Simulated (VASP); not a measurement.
# Hf3H (Pm-3m) in VASP: a series of runs, part 3 of 3

VASP 6.6.1. Earlier steps stand in the parts before.

## 6. Relaxation of cell and atoms, PBE

This run uses another cell than the first one, of 18.97 Å³/atom.

Contents of INCAR:

```
PREC = Accurate ; ENCUT = 600
EDIFF = 1E-6 ; ISMEAR = 0
SIGMA = 0.1 ; LREAL = False
LASPH = True ; NELM = 60
ALGO = Normal ; ISIF = 3
LWAVE = False ; LCHARG = False
GGA = PE ; IBRION = 2
NSW = 100 ; EDIFFG = -0.01
```

Contents of KPOINTS:

```
Automatic mesh
0
Gamma
  12 12 12
```

Contents of POSCAR:

```
Hf3H
1.0
    4.2336158156      0.0000000000      0.0000000000
    0.0000000000      4.2336158156      0.0000000000
    0.0000000000      0.0000000000      4.2336158156
Hf H
3 1
Direct
    0.0000000000      0.5000000000      0.5000000000
    0.5000000000      0.0000000000      0.5000000000
    0.5000000000      0.5000000000      0.0000000000
    0.0000000000      0.0000000000      0.0000000000
```

Potentials or basis: VASP PAW PBE potentials, release 64 (Hf_pv, H).

On the command line:

```bash
cat potpaw_PBE.64/Hf_pv/POTCAR potpaw_PBE.64/H/POTCAR > POTCAR
mpirun -np 1 vasp_std > vasp.out
```

OUTCAR:

```text
PREC = Accurate
   ENCUT = 600
   EDIFF = 1E-6
   ISMEAR = 0
   LREAL = False
   LASPH = True
   NELM = 60
   ISIF = 3
   GGA = PE
   IBRION = 2
   NSW = 100
   EDIFFG = -0.01

 ion  position               nearest neighbor table
   1  0.000  0.500  0.500-   2 2.99   3 2.99   3 2.99   2 2.99   2 2.99   3 2.99   3 2.99   2 2.99

   2  0.500  0.000  0.500-   1 2.99   3 2.99   3 2.99   1 2.99   3 2.99   3 2.99   1 2.99   1 2.99

   3  0.500  0.500  0.000-   1 2.99   2 2.99   1 2.99   2 2.99   2 2.99   2 2.99   1 2.99   1 2.99

   4  0.000  0.000  0.000-

  LATTYP: Found a simple cubic cell.
 ALAT       =     4.2336158156

  Lattice vectors:

 A1 = (   4.2336158156,   0.0000000000,   0.0000000000)
 A2 = (   0.0000000000,   4.2336158156,   0.0000000000)
 A3 = (   0.0000000000,   0.0000000000,   4.2336158156)

Analysis of symmetry for initial positions (statically):
=====================================================================
 Subroutine PRICEL returns:
 Original cell was already a primitive cell.

 Routine SETGRP: Setting up the symmetry group for a
 simple cubic supercell.

 Subroutine GETGRP returns: Found 48 space group operations
 (whereof 48 operations were pure point group operations)
 out of a pool of 48 trial point group operations.

The static configuration has the point symmetry O_h .

Analysis of symmetry for dynamics (positions and initial velocities):
=====================================================================
 Subroutine PRICEL returns:
 Original cell was already a primitive cell.

 Routine SETGRP: Setting up the symmetry group for a
 simple cubic supercell.

 Subroutine GETGRP returns: Found 48 space group operations
 (whereof 48 operations were pure point group operations)
 out of a pool of 48 trial point group operations.

The dynamic configuration has the point symmetry O_h .

 Subroutine INISYM returns: Found 48 space group operations
 (whereof 48 operations are pure point group operations),
 and found     1 'primitive' translations

----------------------------------------------------------------------------------------

                                     Primitive cell

  volume of cell :      75.8812

  direct lattice vectors                    reciprocal lattice vectors
     4.233615816  0.000000000  0.000000000     0.236204711  0.000000000  0.000000000
     0.000000000  4.233615816  0.000000000     0.000000000  0.236204711  0.000000000
     0.000000000  0.000000000  4.233615816     0.000000000  0.000000000  0.236204711

  length of vectors
     4.233615816  4.233615816  4.233615816     0.236204711  0.236204711  0.236204711

  position of ions in fractional coordinates (direct lattice)
     0.000000000  0.500000000  0.500000000
     0.500000000  0.000000000  0.500000000
     0.500000000  0.500000000  0.000000000
     0.000000000  0.000000000  0.000000000

  ion indices of the primitive-cell ions
   primitive index   ion index
                 1           1
                 2           2
                 3           3
[... 25 lines left out ...]

 Found     84 irreducible k-points:

 Following reciprocal coordinates:
            Coordinates               Weight
  0.000000  0.000000  0.000000      1.000000
  0.083333  0.000000  0.000000      6.000000
  0.166667  0.000000  0.000000      6.000000
  0.250000  0.000000  0.000000      6.000000
  0.333333  0.000000  0.000000      6.000000
  0.416667  0.000000  0.000000      6.000000
[... 16 lines left out ...]
  0.333333  0.333333  0.000000     12.000000
  0.416667  0.333333  0.000000     24.000000
 [... further k-points ...]
   k-points           NKPTS =     84   k-points in BZ     NKDIM =     84   number of bands    NBANDS=     19
   number of dos      NEDOS =    301   number of ions     NIONS =      4
   total plane-waves  NPLWV =  46656
   dimension x,y,z NGX =    36 NGY =   36 NGZ =   36
   dimension x,y,z NGXF=    72 NGYF=   72 NGZF=   72
   ions per type =               3   1
   NGX,Y,Z   is equivalent  to a cutoff of  14.14, 14.14, 14.14 a.u.
   NGXF,Y,Z  is equivalent  to a cutoff of  28.27, 28.27, 28.27 a.u.
 SYSTEM =  unknown system
   PREC   = accura    normal or accurate (medium, high low for compatibility)
   ISTART =      0    job   : 0-new  1-cont  2-samecut
   ICHARG =      2    charge: 1-file 2-atom 10-const
   ISPIN  =      1    spin polarized calculation?
   LNONCOLLINEAR =      F non collinear calculations
   LSORBIT =      F    spin-orbit coupling
   LASPH  =      T    aspherical Exc in radial PAW
   ENCUT  =  600.0 eV  44.10 Ry    6.64 a.u.   8.46  8.46  8.46*2*pi/ulx,y,z
   NELM   =     60;   NELMIN=  2; NELMDL= -5     # of ELM steps
   EDIFF  = 0.1E-05   stopping-criterion for ELM
   LREAL  =      F    real-space projection
   EDIFFG = -.1E-01   stopping-criterion for IOM
   NSW    =    100    number of steps for IOM
   IBRION =      2    ionic relax: 0-MD 1-quasi-New 2-CG
   NFREE  =      1    steps in history (QN), initial steepest desc. (CG)
   ISIF   =      3    stress and relaxation
   ISYM   =      2    0-nonsym 1-usesym 2-fastsym
   POTIM  = 0.5000    time-step for ionic-motion
   TEBEG  =    0.0;   TEEND  =   0.0 temperature during run
   PSTRESS=    0.0 pullay stress
   NELECT =      31.0000    total number of electrons
   NUPDOWN=      -1.0000    fix difference up-down
   EMIN   =  10.00;   EMAX   =-10.00  energy-range for DOS
   EFERMI =   0.00;   METHOD = LEGACY
   ISMEAR =     0;   SIGMA  =   0.10  broadening in eV -4-tet -1-fermi 0-gaus
   EFERMI_NEDOS =   21; number of points for ismear=-14 and -15
   IALGO  =     38    algorithm
   IMIX   =      4    mixing-type and parameters
     AMIX     =   0.40;   BMIX     =  1.00
     AMIX_MAG =   1.60;   BMIX_MAG =  1.00
  volume/ion in A,a.u.               =      18.97       128.02
  Fermi-wavevector in a.u.,A,eV,Ry     =   1.214742  2.295529 20.076722  1.475597
  Thomas-Fermi vector in A             =   2.350152
   LORBIT       =      0    0 simple, 1 ext, 2 COOP (PROOUT), +10 PAW based schemes
   GGA     = PE    functional components
   LHFCALC =     F    Hartree Fock is set to
   AEXX    =    0.0000 exact exchange contribution
   IVDW    =     0    specifies the selected vdW correction
   LEPSILON=     F    determine dielectric tensor
   LRPA    =     F    only Hartree local field effects (RPA)
 conjugate gradient relaxation of ions
 non-spin polarized calculation
 Gauss-broadening in eV      SIGMA  =   0.10
  energy-cutoff  :      600.00
  volume of cell :       75.88
 maximum number of plane-waves:      2560
 NGX is ok and might be reduce to    36
   NGX = 17   NGY = 17   NGZ = 17

--------------------------------------- Ionic step        1  -------------------------------------------

 number of electron      30.9999998 magnetization

 Free energy of the ion-electron system (eV)
  ---------------------------------------------------
  ext. energy  EPLUGINS =         0.00000000
  ---------------------------------------------------
  free energy    TOTEN  =       -29.97187830 eV

  energy without entropy =      -29.95043093  energy(sigma->0) =      -29.96115462

------------------------ aborting loop because EDIFF is reached ----------------------------------------

  FORCE on cell =-STRESS in cart. coord.  units (eV):
  Direction    XX          YY          ZZ          XY          YZ          ZX
  --------------------------------------------------------------------------------------
  -------------------------------------------------------------------------------------
  Total       -0.3090604     -0.3090604     -0.3090604      0.0000000      0.0000000      0.0000000
  in kB       -6.5255883     -6.5255883     -6.5255883      0.0000000      0.0000000      0.0000000
  external PRESSURE =      -6.5255883 kB  Pullay stress =       0.0000000 kB
[... 63 lines left out ...]
--------------------------------------- Ionic step        3  -------------------------------------------

 number of electron      31.0000000 magnetization

 Free energy of the ion-electron system (eV)
  ---------------------------------------------------
  ext. energy  EPLUGINS =         0.00000000
  ---------------------------------------------------
  free energy    TOTEN  =       -29.97305351 eV

  energy without entropy =      -29.95195589  energy(sigma->0) =      -29.96250470

 E-fermi :   4.1359     XC(G=0): -10.8594

 val. band max:        4.1335906755   @ k =   0.4167   0.4167   0.1667
 cond. band min:       4.1579022946   @ k =   0.5000   0.1667   0.1667
 fundamental gap:      0.0243116191
 Fermi energy:         4.1358820274

 k-point     1 :       0.0000    0.0000    0.0000
  band No.  band energies     occupation
      1     -26.6912      2.00000
      2     -26.6912      2.00000
      3     -26.6912      2.00000
      4     -26.1738      2.00000
      5     -26.1738      2.00000
      6     -26.1738      2.00000
[... 505 lines left out ...]
      6     -26.2235      2.00000
[... 11 lines left out ...]
     18       4.8323      0.00000
     19       5.9592      0.00000

 [... further k-points ...]
[... 5 lines left out ...]
  --------------------------------------------------------------------------------------
  -------------------------------------------------------------------------------------
  Total        0.0012752      0.0012752      0.0012752      0.0000000     -0.0000000      0.0000000
  in kB        0.0271339      0.0271339      0.0271339      0.0000000     -0.0000000      0.0000000
  external PRESSURE =       0.0271339 kB  Pullay stress =       0.0000000 kB
[... 19 lines left out ...]
  FREE ENERGIE OF THE ION-ELECTRON SYSTEM (eV)
  ---------------------------------------------------
  free  energy   TOTEN  =       -29.9730535053 eV

  energy  without entropy=      -29.9519558896  energy(sigma->0) =      -29.96250470

 reached required accuracy - stopping structural energy minimisation
```

OSZICAR:

```text
N       E                     dE             d eps       ncg     rms          rms(c)
DAV:   1     0.110784841666E+03    0.11078E+03   -0.18058E+04  3200   0.166E+03
DAV:   2    -0.221977792262E+02   -0.13298E+03   -0.12810E+03  3514   0.350E+02
DAV:   3    -0.306022340763E+02   -0.84045E+01   -0.76681E+01  4592   0.463E+01
[... 21 lines left out ...]
DAV:   2    -0.299734501215E+02    0.12151E-02   -0.29777E-03  3350   0.392E-01    0.143E-01
DAV:   3    -0.299731163527E+02    0.33377E-03   -0.67635E-04  3456   0.173E-01    0.507E-02
DAV:   4    -0.299730603787E+02    0.55974E-04   -0.12667E-04  3761   0.794E-02    0.317E-02
DAV:   5    -0.299730543320E+02    0.60467E-05   -0.13531E-05  3506   0.228E-02    0.151E-02
DAV:   6    -0.299730535053E+02    0.82675E-06   -0.13216E-06  2241   0.602E-03
   3 F= -.29973054E+02 E0= -.29962505E+02  d E =-.117520E-02
```

CONTCAR:

```text
Hf3H
   1.00000000000000
     4.2227375453588918   -0.0000000000000000    0.0000000000000000
     0.0000000000000000    4.2227375453588918    0.0000000000000000
    -0.0000000000000000    0.0000000000000000    4.2227375453588918
  Hf              H
     3     1
Direct
     0.0000000000000000    0.5000000000000000    0.5000000000000000
     0.5000000000000000    0.0000000000000000    0.5000000000000000
     0.5000000000000000    0.5000000000000000    0.0000000000000000
     0.0000000000000000    0.0000000000000000    0.0000000000000000

  0.00000000E+00  0.00000000E+00  0.00000000E+00
  0.00000000E+00  0.00000000E+00  0.00000000E+00
  0.00000000E+00  0.00000000E+00  0.00000000E+00
  0.00000000E+00  0.00000000E+00  0.00000000E+00
```

Wall time 2.1 min (1 thread of AMD EPYC 9R45 (Zen 5), shared host); peak memory 0.27 GiB.

Results:

- Free energy: -29.9731 eV
- Relaxed volume: 18.82 Å³/atom
- Relaxed cell: a = 4.223 Å, b = 4.223 Å, c = 4.223 Å, α = 90.00°, β = 90.00°, γ = 90.00°
- Space group after relaxing (to 0.1 Å): Pm-3m (No. 221)
- Energy gained by relaxing: 0.3 meV/atom
- Ionic steps: 3
- Pressure after relaxing: 0.0 GPa
- Band gap on the k mesh: zero (an odd number of electrons rules out a gap without spin polarisation)

The path:
```csv
step,energy change (eV),largest force (eV/Å),pressure (GPa),volume (Å³)
1,0.0000,0.0000,-0.65,75.88
2,-0.0009,0.0000,0.29,75.04
3,-0.0012,0.0000,0.00,75.30
```

Final structure:
```cif
data_structure
_symmetry_space_group_name_H-M 'P 1'
_symmetry_Int_Tables_number 1
_cell_length_a 4.2227
_cell_length_b 4.2227
_cell_length_c 4.2227
_cell_angle_alpha 90.000
_cell_angle_beta 90.000
_cell_angle_gamma 90.000
_cell_volume 75.30
loop_
_atom_site_label
_atom_site_type_symbol
_atom_site_fract_x
_atom_site_fract_y
_atom_site_fract_z
_atom_site_occupancy
Hf1 Hf 0.00000 0.50000 0.50000 1
Hf2 Hf 0.50000 0.00000 0.50000 1
Hf3 Hf 0.50000 0.50000 0.00000 1
H1 H 0.00000 0.00000 0.00000 1
```

Caveat: spin-orbit coupling is left out, which moves the levels of the heavy elements.

## 7. Summary

| task | cell | k mesh | cutoff (eV) | gap on the mesh (eV) | pressure (GPa) | relaxed volume (Å³/atom) |
| --- | --- | --- | --- | --- | --- | --- |
| single point | a = 3.985 Å, 4 atoms | 4 × 4 × 4 | 520 | none | 20.5 | - |
| single point | a = 4.234 Å, 4 atoms | 4 × 4 × 4 | 520 | none | -0.2 | - |
| relaxation of cell and atoms | relaxed from a = 3.985 Å, 4 atoms | 4 × 4 × 4 | 600 | none | 0.0 | 18.92 |
| single point | a = 4.228 Å, 4 atoms | 12 × 12 × 12 | 520 | none | -0.3 | - |
| relaxation of cell and atoms | relaxed from a = 4.234 Å, 4 atoms | 12 × 12 × 12 | 600 | none | 0.0 | 18.82 |

Alike in all rows: level PBE; potentials or basis VASP PAW PBE potentials, release 64 (Hf_pv, H); no spin polarisation; smearing gaussian 0.1 eV.

Caveats: some runs use coarse meshes; spin-orbit coupling is left out, which moves the levels of the heavy elements; the volume moved by over 15 % at a fixed basis, so the end points are rough (at least some runs).

Absolute energies hang on the potentials; compare differences alone.

The gap in the log of VASP goes by the Fermi energy; the results here count the filled bands.